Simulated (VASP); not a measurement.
# LiH (Fm-3m) in VASP: notebook, part 3 of 3

VASP 6.6.1. The steps go on from the part before.

## Step 6: Relaxation of cell and atoms, PBEsol, target pressure -2 GPa, at which the enthalpy is minimised

This run uses another cell than the first one, of 7.89 Å³/atom, 1.097 times its volume.

Contents of INCAR:

```
SYSTEM = LiH
ALGO     = Normal         ! electronic algorithm
EDIFF    = 1E-6           ! SCF threshold, eV
EDIFFG   = -0.002         ! ionic threshold
ENCUT    = 600            ! plane-wave cutoff, eV
GGA      = PS             ! functional
IBRION   = 2              ! ionic algorithm
ISIF     = 3              ! what is computed and relaxed
ISMEAR   = 0              ! smearing method
LASPH    = .True.         ! aspherical terms in the spheres
LCHARG   = .False.        ! write CHGCAR
LREAL    = .False.        ! projectors in reciprocal space
LWAVE    = .False.        ! write WAVECAR
NELM     = 60             ! most SCF steps
NSW      = 100            ! ionic steps
PREC     = Accurate       ! precision mode
PSTRESS  = -20.0        
SIGMA    = 0.01           ! smearing width, eV
```

Contents of KPOINTS:

```
k-points
0
Gamma
  10 10 10
  0 0 0
```

Contents of POSCAR:

```
LiH
1.0
    1.9903724901      1.9903724901      0.0000000000
   -1.9903724901      1.9903724901      0.0000000000
    0.0000000000      1.9903724901      1.9903724901
Li H
1 1
Direct
    0.0000000000      0.0000000000      0.0000000000
    0.5000000000      0.5000000000      0.0000000000
```

Potentials or basis: VASP PAW PBE potentials, release 64 (Li_sv, H).

The run is started by

```sh
$ cat potpaw_PBE.64/Li_sv/POTCAR potpaw_PBE.64/H/POTCAR > POTCAR
$ mpirun -np 1 vasp_std > vasp.out
```

OUTCAR:

```text
SYSTEM = LiH
   EDIFF = 1E-6
   EDIFFG = -0.002
   ENCUT = 600
   GGA = PS
   IBRION = 2
   ISIF = 3
   ISMEAR = 0
   LASPH = .True.
   LREAL = .False.
   NELM = 60
   NSW = 100
   PREC = Accurate
   PSTRESS = -20.0

 ion  position               nearest neighbor table
   1  0.000  0.000  0.000-
   2  0.500  0.500  0.000-

  LATTYP: Found a face centered cubic cell.
 ALAT       =     3.9807449802

  Lattice vectors:

 A1 = (   0.0000000000,   1.9903724901,   1.9903724901)
 A2 = (   1.9903724901,   0.0000000000,   1.9903724901)
 A3 = (   1.9903724901,   1.9903724901,   0.0000000000)

Analysis of symmetry for initial positions (statically):
=====================================================================
 Subroutine PRICEL returns:
 Original cell was already a primitive cell.

 Routine SETGRP: Setting up the symmetry group for a
 face centered cubic supercell.

 Subroutine GETGRP returns: Found 48 space group operations
 (whereof 48 operations were pure point group operations)
 out of a pool of 48 trial point group operations.

The static configuration has the point symmetry O_h .

Analysis of symmetry for dynamics (positions and initial velocities):
=====================================================================
 Subroutine PRICEL returns:
 Original cell was already a primitive cell.

 Routine SETGRP: Setting up the symmetry group for a
 face centered cubic supercell.

 Subroutine GETGRP returns: Found 48 space group operations
 (whereof 48 operations were pure point group operations)
 out of a pool of 48 trial point group operations.

The dynamic configuration has the point symmetry O_h .

 Subroutine INISYM returns: Found 48 space group operations
 (whereof 48 operations are pure point group operations),
 and found     1 'primitive' translations

----------------------------------------------------------------------------------------

                                     Primitive cell

  volume of cell :      15.7701

  direct lattice vectors                    reciprocal lattice vectors
     1.990372490  1.990372490  0.000000000     0.251209260  0.251209260 -0.251209260
    -1.990372490  1.990372490  0.000000000    -0.251209260  0.251209260 -0.251209260
     0.000000000  1.990372490  1.990372490     0.000000000  0.000000000  0.502418520

  length of vectors
     2.814811770  2.814811770  2.814811770     0.435107201  0.435107201  0.502418520

  position of ions in fractional coordinates (direct lattice)
     0.000000000  0.000000000  0.000000000
     0.500000000  0.500000000  0.000000000

  ion indices of the primitive-cell ions
   primitive index   ion index
                 1           1
                 2           2

----------------------------------------------------------------------------------------

 KPOINTS: k-points

Automatic generation of k-mesh.
 Grid dimensions read from file:
 generate k-points for:   10   10   10

 Generating k-lattice:

  Cartesian coordinates                     Fractional coordinates (reciprocal lattice)
     0.025120926  0.025120926 -0.025120926     0.100000000  0.000000000  0.000000000
    -0.025120926  0.025120926 -0.025120926     0.000000000  0.100000000  0.000000000
     0.000000000  0.000000000  0.050241852     0.000000000  0.000000000  0.100000000

  Length of vectors
     0.043510720  0.043510720  0.050241852

  Shift w.r.t. Gamma in fractional coordinates (k-lattice)
     0.000000000  0.000000000  0.000000000

 Subroutine IBZKPT returns following result:
 ===========================================

 Found     47 irreducible k-points:

 Following reciprocal coordinates:
            Coordinates               Weight
  0.000000  0.000000  0.000000      1.000000
  0.100000  0.000000  0.000000      8.000000
  0.200000  0.000000  0.000000      8.000000
  0.300000  0.000000  0.000000      8.000000
  0.400000  0.000000  0.000000      8.000000
  0.500000  0.000000  0.000000      4.000000
[... 16 lines left out ...]
  0.300000  0.300000  0.000000     12.000000
  0.400000  0.300000  0.000000     24.000000
 [... further k-points ...]
   k-points           NKPTS =     47   k-points in BZ     NKDIM =     47   number of bands    NBANDS=      6
   number of dos      NEDOS =    301   number of ions     NIONS =      2
   total plane-waves  NPLWV =  13824
   dimension x,y,z NGX =    24 NGY =   24 NGZ =   24
   dimension x,y,z NGXF=    48 NGYF=   48 NGZF=   48
   ions per type =               1   1
   NGX,Y,Z   is equivalent  to a cutoff of  14.17, 14.17, 14.17 a.u.
   NGXF,Y,Z  is equivalent  to a cutoff of  28.35, 28.35, 28.35 a.u.
 SYSTEM =  LiH
   PREC   = accura    normal or accurate (medium, high low for compatibility)
   ISTART =      0    job   : 0-new  1-cont  2-samecut
   ICHARG =      2    charge: 1-file 2-atom 10-const
   ISPIN  =      1    spin polarized calculation?
   LNONCOLLINEAR =      F non collinear calculations
   LSORBIT =      F    spin-orbit coupling
   LASPH  =      T    aspherical Exc in radial PAW
   ENCUT  =  600.0 eV  44.10 Ry    6.64 a.u.   5.62  5.62  5.62*2*pi/ulx,y,z
   NELM   =     60;   NELMIN=  2; NELMDL= -5     # of ELM steps
   EDIFF  = 0.1E-05   stopping-criterion for ELM
   LREAL  =      F    real-space projection
   EDIFFG = -.2E-02   stopping-criterion for IOM
   NSW    =    100    number of steps for IOM
   IBRION =      2    ionic relax: 0-MD 1-quasi-New 2-CG
   NFREE  =      1    steps in history (QN), initial steepest desc. (CG)
   ISIF   =      3    stress and relaxation
   ISYM   =      2    0-nonsym 1-usesym 2-fastsym
   POTIM  = 0.5000    time-step for ionic-motion
   TEBEG  =    0.0;   TEEND  =   0.0 temperature during run
   PSTRESS=  -20.0 pullay stress
   NELECT =       4.0000    total number of electrons
   NUPDOWN=      -1.0000    fix difference up-down
   EMIN   =  10.00;   EMAX   =-10.00  energy-range for DOS
   EFERMI =   0.00;   METHOD = LEGACY
   ISMEAR =     0;   SIGMA  =   0.01  broadening in eV -4-tet -1-fermi 0-gaus
   EFERMI_NEDOS =   21; number of points for ismear=-14 and -15
   IALGO  =     38    algorithm
   IMIX   =      4    mixing-type and parameters
     AMIX     =   0.40;   BMIX     =  1.00
     AMIX_MAG =   1.60;   BMIX_MAG =  1.00
  volume/ion in A,a.u.               =       7.89        53.21
  Fermi-wavevector in a.u.,A,eV,Ry     =   1.036296  1.958315 14.611423  1.073909
  Thomas-Fermi vector in A             =   2.170680
   LORBIT       =      0    0 simple, 1 ext, 2 COOP (PROOUT), +10 PAW based schemes
   GGA     = PS    functional components
   LHFCALC =     F    Hartree Fock is set to
   AEXX    =    0.0000 exact exchange contribution
   IVDW    =     0    specifies the selected vdW correction
   LEPSILON=     F    determine dielectric tensor
   LRPA    =     F    only Hartree local field effects (RPA)
 conjugate gradient relaxation of ions
 non-spin polarized calculation
 Gauss-broadening in eV      SIGMA  =   0.01
  energy-cutoff  :      600.00
  volume of cell :       15.77
 maximum number of plane-waves:       544
   NGX = 11   NGY = 11   NGZ = 11

--------------------------------------- Ionic step        1  -------------------------------------------

 number of electron       3.9999997 magnetization

 Free energy of the ion-electron system (eV)
  ---------------------------------------------------
  ext. energy  EPLUGINS =         0.00000000
  ---------------------------------------------------
  free energy    TOTEN  =        -6.12135473 eV

  energy without entropy =       -6.12135473  energy(sigma->0) =       -6.12135473

------------------------ aborting loop because EDIFF is reached ----------------------------------------

  FORCE on cell =-STRESS in cart. coord.  units (eV):
  Direction    XX          YY          ZZ          XY          YZ          ZX
  --------------------------------------------------------------------------------------
  -------------------------------------------------------------------------------------
  Total       -0.0173140     -0.0173140     -0.0173140     -0.0000000     -0.0000000      0.0000000
  in kB       -1.7590335     -1.7590335     -1.7590335     -0.0000000     -0.0000000      0.0000000
  external PRESSURE =      18.2409665 kB  Pullay stress =     -20.0000000 kB
[... 101 lines left out ...]
--------------------------------------- Ionic step        4  -------------------------------------------

 number of electron       3.9999997 magnetization

 Free energy of the ion-electron system (eV)
  ---------------------------------------------------
  ext. energy  EPLUGINS =         0.00000000
  ---------------------------------------------------
  free energy    TOTEN  =        -6.11513333 eV

  energy without entropy =       -6.11513333  energy(sigma->0) =       -6.11513333

 E-fermi :   0.1951     XC(G=0):  -8.5025

 val. band max:       -0.0013925636   @ k =   0.5000   0.5000   0.0000
 cond. band min:       2.7727239682   @ k =   0.5000   0.5000   0.0000
 fundamental gap:      2.7741165318
 Fermi energy:         0.1950975721

 k-point     1 :       0.0000    0.0000    0.0000
  band No.  band energies     occupation
      1     -43.7317      2.00000
      2      -5.4152      2.00000
      3      15.6595      0.00000
      4      17.3920      0.00000
      5      17.3920      0.00000
      6      17.3920      0.00000
[... 199 lines left out ...]
 k-point    24 :       0.4000    0.3000    0.0000
  band No.  band energies     occupation
      1     -43.6773      2.00000
      2      -1.0074      2.00000
      3       4.4845      0.00000
      4       7.3189      0.00000
      5      12.1367      0.00000
      6      15.5634      0.00000

 [... further k-points ...]
[... 5 lines left out ...]
  --------------------------------------------------------------------------------------
  -------------------------------------------------------------------------------------
  Total       -0.2076653     -0.2076653     -0.2076653     -0.0000000     -0.0000000      0.0000000
  in kB      -19.9707892    -19.9707892    -19.9707892     -0.0000000     -0.0000000      0.0000000
  external PRESSURE =       0.0292108 kB  Pullay stress =     -20.0000000 kB
[... 21 lines left out ...]
  energy  without entropy=       -6.1151333286  energy(sigma->0) =       -6.11513333

  enthalpy is  TOTEN    =        -6.3231023941 eV   P V=       -0.2079690655

 reached required accuracy - stopping structural energy minimisation
```

Wall time 43 s (1 thread of AMD EPYC 7R13, shared host); peak memory 0.1 GiB.

Results:

```
Free energy                                            : -6.1151 eV
Relaxed volume                                         : 8.33 Å³/atom
Relaxed cell                                           : a = 2.867 Å, b = 2.867 Å, c = 2.867 Å, α = 60.00°, β = 60.00°, γ = 90.00°
Space group after relaxing (to 0.05 Å)                 : Fm-3m (No. 225)
Energy change on relaxing (the enthalpy is what falls) : +3.1 meV/atom
Ionic steps                                            : 4
Pressure after relaxing                                : -2.0 GPa
Band gap on the k mesh                                 : 2.77 eV, direct
```

The path:
```csv
step,energy change (eV),largest force (eV/Å),pressure (GPa),volume (Å³)
1,0.0000,0.0000,-0.18,15.77
2,0.0005,0.0000,-0.63,15.98
3,0.0055,0.0000,-1.89,16.60
4,0.0062,0.0000,-2.00,16.66
```

Final structure:
```xyz
2
Lattice="2.0271 2.0271 0.0000 -2.0271 2.0271 0.0000 0.0000 2.0271 2.0271" Properties=species:S:1:pos:R:3 pbc="T T T"
Li    0.0000    4.0543    0.0000
H     0.0000    2.0271    0.0000
```

Caveat: the cutoff is under 1.25 times the usual one of these potentials, so pressure, stress and relaxed cells hold a basis-set (Pulay) error; the cell is relaxed towards a set pressure, so the enthalpy falls and the energy may rise; the PAW data sets were made with another functional, which shifts forces and pressure a little.

## Step 7: Summary

```csv
task,cell,k mesh,cutoff (eV),smearing,gap on the mesh (eV)
single point,"a = 2.729 Å, angles 60.0, 60.0, 90.0°, 2 atoms",10 × 10 × 10,520,gaussian 0.01 eV,2.64
single point,"a = 2.815 Å, angles 60.0, 60.0, 90.0°, 2 atoms",10 × 10 × 10,520,gaussian 0.01 eV,2.73
single point,"a = 2.871 Å, angles 60.0, 60.0, 90.0°, 2 atoms",10 × 10 × 10,520,gaussian 0.01 eV,2.78
single point,"a = 2.815 Å, angles 60.0, 60.0, 90.0°, 2 atoms",14 × 14 × 14,520,fermi-dirac 0.05 eV,2.73
relaxation of cell and atoms,"relaxed to -2 GPa from a = 2.815 Å, angles 60.0, 60.0, 90.0°, 2 atoms",10 × 10 × 10,600,gaussian 0.01 eV,2.77
```

Alike in all rows: level PBEsol; potentials or basis VASP PAW PBE potentials, release 64 (Li_sv, H); no spin polarisation.

Caveats: the cutoff is under 1.25 times the usual one of these potentials, so pressure, stress and relaxed cells hold a basis-set (Pulay) error; the PAW data sets were made with another functional, which shifts forces and pressure a little; the cell is relaxed towards a set pressure, so the enthalpy falls and the energy may rise (some runs).

Total energies depend on the potentials used, so only differences within one code and one set of settings carry meaning.
